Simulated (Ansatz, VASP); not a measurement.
One calculation of Mg, two programs

File INCAR:

```
SYSTEM = Mg
  PREC = Accurate
  ENCUT = 520
  EDIFF = 1E-7
  ISMEAR = -1
  SIGMA = 0.03
  LREAL = .FALSE.
  LASPH = .TRUE.
  NELM = 100
  ALGO = Normal
  ISIF = 2
  LWAVE = .FALSE.
  LCHARG = .TRUE.
  LELF = .TRUE.
  LVHAR = .TRUE.
  NBANDS = 7
```

KPOINTS

```
Automatic mesh
0
G
  16 16 16
  0 0 0
```

File POSCAR:

```
Mg
1.0
    0.0000000000      2.2367500710      2.2367500710
    2.2367500710      0.0000000000      2.2367500710
    2.2367500710      2.2367500710      0.0000000000
Mg
1
Direct
    0.0000000000      0.0000000000      0.0000000000
```

Input for Ansatz:

```yaml
crystal:
  lattice:
    - [0.0, 2.236750071, 2.236750071]
    - [2.236750071, 0.0, 2.236750071]
    - [2.236750071, 2.236750071, 0.0]
  atoms:
    - { symbol: Mg, position: [0.0, 0.0, 0.0] }
kpoints:
  mp_grid: { grid: [16, 16, 16] }
  band_path:
    path:
      - [0.0, 0.0, 0.0]
      - [0.5, 0.0, 0.5]
      - [0.625, 0.25, 0.625]
      - [0.375, 0.375, 0.75]
      - [0.0, 0.0, 0.0]
      - [0.5, 0.5, 0.5]
      - [0.5, 0.25, 0.75]
      - [0.5, 0.0, 0.5]
    npoints: 5
scf:
  occupations: { method: fermi_dirac, width: 0.03 }
hamiltonian:
  xc: lda
  pseudopotentials: { kind: all_electron, lapw: { basis_error: 0.001 } }
output:
  forces: true
  stress: true
  eigenvalues: true
```

Change from the starting cell: volume scaled by 0.99.

Alike in both runs: task single point; functional LDA; k mesh 16 × 16 × 16; occupations fermi-dirac, width 0.03 eV; no spin polarisation.

|  | VASP | Ansatz |
| --- | --- | --- |
| version | VASP 6.6.1 | Ansatz 0.2.0 |
| potentials or method | VASP PAW LDA potentials, release 64 (Mg), cutoff 520 eV | all-electron LAPW, scalar-relativistic |

VASP gave:

- pressure (GPa): -1.3

Problem. What did Ansatz give for the same quantities?

Solution. Pressure (GPa): -1.0.

LDA's correlation is that of Perdew and Zunger in VASP and of Perdew and Wang (1992) in Ansatz. Ansatz ran all-electron here, and VASP with PAW potentials.
